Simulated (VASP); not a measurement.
Set up this calculation in VASP 6.6.1, as the native input.

```yaml
Task: single point
Functional: PBE
Potentials_or_basis: VASP PAW PBE potentials, release 64 (Ga_d, N)
Cutoff: 520 eV
k_mesh: 2 × 2 × 2, shifted
Occupations: gaussian, width 0.1 eV
Spin: no spin polarisation
Dipole_correction: no
Further_INCAR_settings: LREAL = Auto; ALGO = Normal; EDIFF = 1e-07; NBANDS = 86; ISYM = 0
```

The structure of GaN lies in POSCAR:

```
GaN
1.0
   -4.5070012150      4.5070012150      0.0000000000
    0.0000000000      4.5070012150     -4.5070012150
   -4.5070012150      0.0000000000     -4.5070012150
Ga N
8 8
Direct
    0.0000000000      0.5000000000      0.5000000000
    0.0000000000      0.0000000000      0.5000000000
    0.0000000000      0.5000000000      0.0000000000
    0.0000000000      0.0000000000      0.0000000000
    0.5000000000      0.5000000000      0.5000000000
    0.5000000000      0.0000000000      0.5000000000
    0.5000000000      0.5000000000      0.0000000000
    0.5000000000      0.0000000000      0.0000000000
    0.3750000000      0.8750000000      0.3750000000
    0.3750000000      0.3750000000      0.3750000000
    0.3750000000      0.8750000000      0.8750000000
    0.3750000000      0.3750000000      0.8750000000
    0.8750000000      0.8750000000      0.3750000000
    0.8750000000      0.3750000000      0.3750000000
    0.8750000000      0.8750000000      0.8750000000
    0.8750000000      0.3750000000      0.8750000000
```

One way to write it, as run:

INCAR

```
SYSTEM = GaN
PREC = Accurate
ENCUT = 520
EDIFF = 1E-7
ISMEAR = 0
SIGMA = 0.1
LREAL = Auto
LASPH = .TRUE.
NELM = 100
ALGO = Normal
ISIF = 2
LWAVE = .FALSE.
LCHARG = .TRUE.
GGA = PE
LELF = .TRUE.
LVHAR = .TRUE.
ISYM = 0
NBANDS = 86
```

KPOINTS

```
Automatic mesh
0
Gamma
  2 2 2
  0.5 0.5 0.5
```

Potentials or basis: VASP PAW PBE potentials, release 64 (Ga_d, N).

Launch:

```bash
$ cat potpaw_PBE.64/Ga_d/POTCAR potpaw_PBE.64/N/POTCAR > POTCAR
$ mpirun -np 1 vasp_std > vasp.out
```

It gave:

* Pressure: 5.0 GPa
* Band gap on the k mesh: 3.04 eV

Caveat: the k points lie up to 0.60 Å⁻¹ apart.

Wall time 8 min on 1 thread of Intel(R) Xeon(R) Platinum 8488C (Sapphire Rapids), on a shared host, peak memory 0.4 GiB.
